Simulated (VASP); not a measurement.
# MgO (Fm-3m) in VASP: notebook

The runs below take MgO through single point, with r2SCAN.

Everything below comes from runs of VASP 6.6.1. Logs are shortened: lines on timing, memory, paths and dates and some standing lists are left out, and cuts for length are marked.

## (1) The cell of the first run

The structure is cubic, space group Fm-3m (No. 225). The conventional cell has a = 4.309 Å, b = 4.309 Å, c = 4.309 Å, α = 90.00°, β = 90.00°, γ = 90.00°. Within 2.9 Å of Mg (site symmetry m-3m) lie 6 O at 2.15 Å. Within 2.9 Å of O (site symmetry m-3m) lie 6 Mg at 2.15 Å.

## (2) Single point, r2SCAN (strain +2.5%)

POSCAR

```
MgO
1.0
    0.0000000000      2.1547216021      2.1547216021
    2.1547216021      0.0000000000      2.1547216021
    2.1547216021      2.1547216021      0.0000000000
Mg O
1 1
Direct
    0.0000000000      0.0000000000      0.0000000000
    0.5000000000      0.5000000000      0.5000000000
```

INCAR.step1

```
ALGO     = Normal         # electronic algorithm
EDIFF    = 1E-5           # SCF threshold, eV
ENCUT    = 750            # plane-wave cutoff, eV
GGA      = PE             # functional
GGA_COMPAT= F            
ISMEAR   = 0              # smearing method
LASPH    = T              # aspherical terms in the spheres
LCHARG   = F              # write CHGCAR
LREAL    = F              # projectors in reciprocal space
LWAVE    = T              # write WAVECAR
NBANDS   = 15             # bands
NELM     = 120            # most SCF steps
PREC     = Accurate       # precision mode
SIGMA    = 0.01           # smearing width, eV
```

INCAR.step2

```
ALGO     = Normal         # electronic algorithm
EDIFF    = 1E-6           # SCF threshold, eV
ENCUT    = 750            # plane-wave cutoff, eV
GGA_COMPAT= F            
ISIF     = 2              # what is computed and relaxed
ISMEAR   = 0              # smearing method
ISTART   = 1            
LASPH    = T              # aspherical terms in the spheres
LCHARG   = F              # write CHGCAR
LMIXTAU  = T            
LREAL    = F              # projectors in reciprocal space
LWAVE    = F              # write WAVECAR
METAGGA  = R2SCAN         # meta-GGA
NBANDS   = 15             # bands
NELM     = 120            # most SCF steps
PREC     = Accurate       # precision mode
SIGMA    = 0.01           # smearing width, eV
```

KPOINTS

```
k-points
0
Gamma
  10 10 10
```

Potentials or basis: VASP PAW PBE potentials, release 64 (Mg_sv, O).

Command:

```sh
cat potpaw_PBE.64/Mg_sv/POTCAR potpaw_PBE.64/O/POTCAR > POTCAR
cp INCAR.step1 INCAR
mpirun -np 1 vasp_std > vasp.out
cp INCAR.step2 INCAR
mpirun -np 1 vasp_std > vasp.out
```

OUTCAR:

```text
EDIFF = 1E-6
   ENCUT = 750
   ISIF = 2
   ISMEAR = 0
   ISTART = 1
   LASPH = T
   LREAL = F
   METAGGA = R2SCAN
   NELM = 120
   PREC = Accurate

 ion  position               nearest neighbor table
   1  0.000  0.000  0.000-
   2  0.500  0.500  0.500-

  LATTYP: Found a face centered cubic cell.
 ALAT       =     4.3094432042

  Lattice vectors:

 A1 = (   0.0000000000,   2.1547216021,   2.1547216021)
 A2 = (   2.1547216021,   0.0000000000,   2.1547216021)
 A3 = (   2.1547216021,   2.1547216021,   0.0000000000)

Analysis of symmetry for initial positions (statically):
=====================================================================
 Subroutine PRICEL returns:
 Original cell was already a primitive cell.

 Routine SETGRP: Setting up the symmetry group for a
 face centered cubic supercell.

 Subroutine GETGRP returns: Found 48 space group operations
 (whereof 48 operations were pure point group operations)
 out of a pool of 48 trial point group operations.

The static configuration has the point symmetry O_h .

Analysis of symmetry for dynamics (positions and initial velocities):
=====================================================================
 Subroutine PRICEL returns:
 Original cell was already a primitive cell.

 Routine SETGRP: Setting up the symmetry group for a
 face centered cubic supercell.

 Subroutine GETGRP returns: Found 48 space group operations
 (whereof 48 operations were pure point group operations)
 out of a pool of 48 trial point group operations.

The dynamic configuration has the point symmetry O_h .

 Subroutine INISYM returns: Found 48 space group operations
 (whereof 48 operations are pure point group operations),
 and found     1 'primitive' translations

----------------------------------------------------------------------------------------

                                     Primitive cell

  volume of cell :      20.0080

  direct lattice vectors                    reciprocal lattice vectors
     0.000000000  2.154721602  2.154721602    -0.232048539  0.232048539  0.232048539
     2.154721602  0.000000000  2.154721602     0.232048539 -0.232048539  0.232048539
     2.154721602  2.154721602  0.000000000     0.232048539  0.232048539 -0.232048539

  length of vectors
     3.047236513  3.047236513  3.047236513     0.401919860  0.401919860  0.401919860

  position of ions in fractional coordinates (direct lattice)
     0.000000000  0.000000000  0.000000000
     0.500000000  0.500000000  0.500000000

  ion indices of the primitive-cell ions
   primitive index   ion index
                 1           1
                 2           2

----------------------------------------------------------------------------------------

 KPOINTS: k-points

Automatic generation of k-mesh.
 Grid dimensions read from file:
 generate k-points for:   10   10   10

 Generating k-lattice:

  Cartesian coordinates                     Fractional coordinates (reciprocal lattice)
    -0.023204854  0.023204854  0.023204854     0.100000000  0.000000000  0.000000000
     0.023204854 -0.023204854  0.023204854     0.000000000  0.100000000  0.000000000
     0.023204854  0.023204854 -0.023204854     0.000000000  0.000000000  0.100000000

  Length of vectors
     0.040191986  0.040191986  0.040191986

  Shift w.r.t. Gamma in fractional coordinates (k-lattice)
     0.000000000  0.000000000  0.000000000

 Subroutine IBZKPT returns following result:
 ===========================================

 Found     47 irreducible k-points:

 Following reciprocal coordinates:
            Coordinates               Weight
  0.000000  0.000000  0.000000      1.000000
  0.100000  0.000000  0.000000      8.000000
  0.200000  0.000000  0.000000      8.000000
  0.300000  0.000000  0.000000      8.000000
  0.400000  0.000000  0.000000      8.000000
  0.500000  0.000000  0.000000      4.000000
[... 16 lines left out ...]
  0.300000  0.300000  0.000000      6.000000
  0.400000  0.300000  0.000000     24.000000
 [... further k-points ...]
   k-points           NKPTS =     47   k-points in BZ     NKDIM =     47   number of bands    NBANDS=     15
   number of dos      NEDOS =    301   number of ions     NIONS =      2
   total plane-waves  NPLWV =  21952
   dimension x,y,z NGX =    28 NGY =   28 NGZ =   28
   dimension x,y,z NGXF=    56 NGYF=   56 NGZF=   56
   ions per type =               1   1
   NGX,Y,Z   is equivalent  to a cutoff of  15.28, 15.28, 15.28 a.u.
   NGXF,Y,Z  is equivalent  to a cutoff of  30.55, 30.55, 30.55 a.u.
 SYSTEM =  unknown system
   PREC   = accura    normal or accurate (medium, high low for compatibility)
   ISTART =      1    job   : 0-new  1-cont  2-samecut
   ICHARG =      0    charge: 1-file 2-atom 10-const
   ISPIN  =      1    spin polarized calculation?
   LNONCOLLINEAR =      F non collinear calculations
   LSORBIT =      F    spin-orbit coupling
   LASPH  =      T    aspherical Exc in radial PAW
   ENCUT  =  750.0 eV  55.12 Ry    7.42 a.u.   6.80  6.80  6.80*2*pi/ulx,y,z
   NELM   =    120;   NELMIN=  2; NELMDL=  0     # of ELM steps
   EDIFF  = 0.1E-05   stopping-criterion for ELM
   LREAL  =      F    real-space projection
   EDIFFG = 0.1E-04   stopping-criterion for IOM
   NSW    =      0    number of steps for IOM
   IBRION =     -1    ionic relax: 0-MD 1-quasi-New 2-CG
   NFREE  =      0    steps in history (QN), initial steepest desc. (CG)
   ISIF   =      2    stress and relaxation
   ISYM   =      2    0-nonsym 1-usesym 2-fastsym
   POTIM  = 0.5000    time-step for ionic-motion
   TEBEG  =    0.0;   TEEND  =   0.0 temperature during run
   PSTRESS=    0.0 pullay stress
   NELECT =      16.0000    total number of electrons
   NUPDOWN=      -1.0000    fix difference up-down
   EMIN   =  10.00;   EMAX   =-10.00  energy-range for DOS
   EFERMI =   0.00;   METHOD = LEGACY
   ISMEAR =     0;   SIGMA  =   0.01  broadening in eV -4-tet -1-fermi 0-gaus
   EFERMI_NEDOS =   21; number of points for ismear=-14 and -15
   IALGO  =     38    algorithm
   IMIX   =      4    mixing-type and parameters
     AMIX     =   0.40;   BMIX     =  1.00
     AMIX_MAG =   1.60;   BMIX_MAG =  1.00
  volume/ion in A,a.u.               =      10.00        67.51
  Fermi-wavevector in a.u.,A,eV,Ry     =   1.519545  2.871524 31.416097  2.309018
  Thomas-Fermi vector in A             =   2.628517
   LORBIT       =      0    0 simple, 1 ext, 2 COOP (PROOUT), +10 PAW based schemes
   METAGGA = R2SCAN    functional components
   LHFCALC =     F    Hartree Fock is set to
   AEXX    =    0.0000 exact exchange contribution
   IVDW    =     0    specifies the selected vdW correction
   LEPSILON=     F    determine dielectric tensor
   LRPA    =     F    only Hartree local field effects (RPA)
 non-spin polarized calculation
 Gauss-broadening in eV      SIGMA  =   0.01
  energy-cutoff  :      750.00
  volume of cell :       20.01
 maximum number of plane-waves:       951
   NGX = 13   NGY = 13   NGZ = 13

 number of electron      16.0000005 magnetization

 Free energy of the ion-electron system (eV)
  ---------------------------------------------------
  ext. energy  EPLUGINS =         0.00000000
  ---------------------------------------------------
  free energy    TOTEN  =       -16.12115378 eV

  energy without entropy =      -16.12115378  energy(sigma->0) =      -16.12115378

 E-fermi :   2.0959     XC(G=0): -11.6648

 val. band max:        2.0459963389   @ k =   0.0000   0.0000   0.0000
 cond. band min:       7.0349997858   @ k =   0.0000   0.0000   0.0000
 fundamental gap:      4.9890034469
 Fermi energy:         2.0959332981

 k-point     1 :       0.0000    0.0000    0.0000
  band No.  band energies     occupation
      1     -73.1923      2.00000
      2     -38.2889      2.00000
      3     -38.2889      2.00000
      4     -38.2889      2.00000
      5     -15.8088      2.00000
      6       2.0460      2.00000
      7       2.0460      2.00000
      8       2.0460      2.00000
      9       7.0350      0.00000
     10      18.4989      0.00000
     11      18.4989      0.00000
     12      18.4989      0.00000
     13      22.4073      0.00000
     14      24.1759      0.00000
     15      24.1759      0.00000

 k-point     2 :       0.1000    0.0000    0.0000
  band No.  band energies     occupation
      1     -73.1917      2.00000
      2     -38.2948      2.00000
      3     -38.2894      2.00000
      4     -38.2894      2.00000
      5     -15.7151      2.00000
      6       1.4393      2.00000
      7       1.9843      2.00000
      8       1.9843      2.00000
      9       7.6487      0.00000
     10      17.2675      0.00000
     11      18.7274      0.00000
     12      18.7274      0.00000
     13      23.3899      0.00000
     14      23.3899      0.00000
     15      23.9962      0.00000

 k-point     3 :       0.2000    0.0000    0.0000
  band No.  band energies     occupation
      1     -73.1903      2.00000
      2     -38.3107      2.00000
      3     -38.2908      2.00000
      4     -38.2908      2.00000
      5     -15.4595      2.00000
      6       0.1980      2.00000
      7       1.8275      2.00000
      8       1.8275      2.00000
      9       8.8606      0.00000
     10      15.7376      0.00000
     11      19.1688      0.00000
     12      19.1688      0.00000
     13      22.6798      0.00000
     14      22.6798      0.00000
     15      24.7817      0.00000
[... 343 lines left out ...]
 k-point    23 :       0.3000    0.3000    0.0000
  band No.  band energies     occupation
      1     -73.1874      2.00000
      2     -38.3251      2.00000
      3     -38.3026      2.00000
      4     -38.3026      2.00000
      5     -14.9554      2.00000
      6      -0.9028      2.00000
      7       1.1664      2.00000
      8       1.1664      2.00000
      9      11.1985      0.00000
     10      13.2661      0.00000
     11      16.9855      0.00000
     12      20.4581      0.00000
     13      20.4581      0.00000
     14      26.8009      0.00000
     15      29.6660      0.00000

 k-point    24 :       0.4000    0.3000    0.0000
  band No.  band energies     occupation
      1     -73.1863      2.00000
      2     -38.3329      2.00000
      3     -38.3066      2.00000
      4     -38.3049      2.00000
      5     -14.7502      2.00000
      6      -1.2929      2.00000
      7       0.8309      2.00000
      8       1.0271      2.00000
      9      11.9941      0.00000
     10      12.9585      0.00000
     11      16.1546      0.00000
     12      20.6790      0.00000
     13      20.8815      0.00000
     14      27.5263      0.00000
     15      29.2035      0.00000

 [... further k-points ...]
[... 5 lines left out ...]
  --------------------------------------------------------------------------------------
  -------------------------------------------------------------------------------------
  Total       -1.3459683     -1.3459683     -1.3459683      0.0000000      0.0000000      0.0000000
  in kB     -107.7809252   -107.7809252   -107.7809252      0.0000000      0.0000000      0.0000000
  external PRESSURE =    -107.7809252 kB  Pullay stress =       0.0000000 kB

 VOLUME and BASIS-vectors are now :
 -----------------------------------------------------------------------------
  energy-cutoff  :      750.00
  volume of cell :       20.01
      direct lattice vectors                 reciprocal lattice vectors
     0.000000000  2.154721602  2.154721602    -0.232048539  0.232048539  0.232048539
     2.154721602  0.000000000  2.154721602     0.232048539 -0.232048539  0.232048539
     2.154721602  2.154721602  0.000000000     0.232048539  0.232048539 -0.232048539

 POSITION                                       TOTAL-FORCE (eV/Angst)
 -----------------------------------------------------------------------------------
      0.00000      0.00000      0.00000        -0.000000      0.000000      0.000000
      2.15472      2.15472      2.15472         0.000000      0.000000     -0.000000
 -----------------------------------------------------------------------------------
    total drift:                                0.000000      0.000000      0.000000

  FREE ENERGIE OF THE ION-ELECTRON SYSTEM (eV)
  ---------------------------------------------------
  free  energy   TOTEN  =       -16.1211537804 eV

  energy  without entropy=      -16.1211537804  energy(sigma->0) =      -16.12115378
```

Wall time 39 s (1 thread of Intel Xeon 6975P-C (Granite Rapids), shared host); peak memory 0.17 GiB.

Results:

- Free energy: -16.1212 eV
- Pressure: -10.8 GPa
- Band gap on the k mesh: 4.99 eV

Levels at points of the mesh, in eV from the valence-band top:
| k point | band 5 | band 6 | band 7 | band 8 | band 9 | band 10 | band 11 | band 12 |
| --- | --- | --- | --- | --- | --- | --- | --- | --- |
| (0.00, 0.00, 0.00) | -17.85 | 0.00 | 0.00 | 0.00 | 4.99 | 16.45 | 16.45 | 16.45 |
| (0.50, 0.00, 0.00) | -16.75 | -4.30 | -0.60 | -0.60 | 8.38 | 13.05 | 16.80 | 16.80 |
| (0.50, 0.50, 0.00) | -16.55 | -3.80 | -1.27 | -1.27 | 9.93 | 10.42 | 13.56 | 19.40 |

Caveat: the cell differs from its parent crystal (strain +2.5%); the cell stands under tension; the PAW data sets were made with another functional, which shifts forces and pressure a little.

[end of part 1 of 2]
